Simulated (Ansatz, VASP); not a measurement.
Re in VASP and in Ansatz

Contents of INCAR:

```
SYSTEM = Re
  PREC = Accurate
  ENCUT = 520
  EDIFF = 1E-6
  ISMEAR = -1
  SIGMA = 0.03
  LREAL = .FALSE.
  LASPH = .TRUE.
  NELM = 80
  ALGO = Normal
  ISIF = 2
  LWAVE = .FALSE.
  LCHARG = .FALSE.
  GGA = PE
  NBANDS = 10
```

Contents of KPOINTS:

```
Automatic mesh
0
G
  14 14 14
  0 0 0
```

The input POSCAR:

```
Re
1.0
    0.0395000000      1.9947500000      1.9947500000
    1.9947500000      0.0395000000      1.9947500000
    1.9947500000      1.9947500000      0.0395000000
Re
1
Direct
    0.0000000000      0.0000000000      0.0000000000
```

Input for Ansatz:

```yaml
crystal:
  lattice:
    - [0.0395, 1.99475, 1.99475]
    - [1.99475, 0.0395, 1.99475]
    - [1.99475, 1.99475, 0.0395]
  atoms:
    - { symbol: Re, position: [0.0, 0.0, 0.0] }
kpoints:
  mp_grid: { grid: [14, 14, 14] }
  band_path:
    path:
      - [0.0, 0.0, 0.0]
      - [0.5, 0.5, 0.5]
      - [0.2451701269, 0.5, 0.7548298731]
      - [-0.2451701269, 0.2451701269, 0.5]
      - [0.0, 0.0, 0.5]
      - [0.0, 0.0, 0.0]
      - [-0.3725850634, 0.0, 0.3725850634]
      - [0.0, 0.3725850634, 0.6274149366]
      - [0.0, 0.5, 0.5]
    npoints: 5
scf:
  occupations: { method: fermi_dirac, width: 0.03 }
hamiltonian:
  xc: pbe
  pseudopotentials: { kind: all_electron, lapw: { basis_error: 0.001 } }
output:
  forces: true
  stress: true
  eigenvalues: true
```

Change from the starting cell: equal xy, yz and zx shear strains of +2 %.

Alike in both runs: task single point; functional PBE; k mesh 14 × 14 × 14; occupations fermi-dirac, width 0.03 eV; no spin polarisation.

|  | VASP | Ansatz |
| --- | --- | --- |
| version | VASP 6.6.1 | Ansatz 0.2.0 |
| potentials or method | VASP PAW PBE potentials, release 64 (Re), cutoff 520 eV | all-electron LAPW, scalar-relativistic |

VASP gave:

```
pressure (GPa)                                                : -9.3
traceless stress, the component that is largest in VASP (GPa) : -3.51
```

**Question.** Estimate Ansatz's values.

**Answer.** Pressure (GPa): -8.5; traceless stress, the component that is largest in VASP (GPa): -3.57.

Ansatz ran all-electron here, and VASP with PAW potentials.

Neither program's run includes spin-orbit coupling.
